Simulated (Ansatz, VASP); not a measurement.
## WC: VASP beside Ansatz

```xyz
2
Lattice="0.0000 2.1927 2.1927 2.1927 0.0000 2.1927 2.1927 2.1927 0.0000" Properties=species:S:1:pos:R:3 pbc="T T T"
W     0.0000    0.0000    0.0000
C     2.1927    2.1927    2.1927
```

Alike in both runs: task single point; functional PBE; k mesh 10 × 10 × 10; occupations gaussian, width 0.03 eV; no spin polarisation.

|  | VASP | Ansatz |
| --- | --- | --- |
| version | VASP 6.6.1 | Ansatz 0.2.0 |
| potentials or method | VASP PAW PBE potentials, release 64 (W_sv, C) | Ansatz PAW |
| plane-wave cutoff (eV) | 520 | 420 |
| valence electrons in the cell | 18 | 18 |

VASP gave:

```
gap on the k mesh at the Fermi level (eV) : none
pressure (GPa)                            : -0.6
```

Problem. What did Ansatz give for the same quantities?

Solution. gap on the k mesh at the Fermi level (eV): none; pressure (GPa): -1.5.

A gap of «none» marks a metal or a gap that the smearing closes.

Spin-orbit coupling is off throughout.
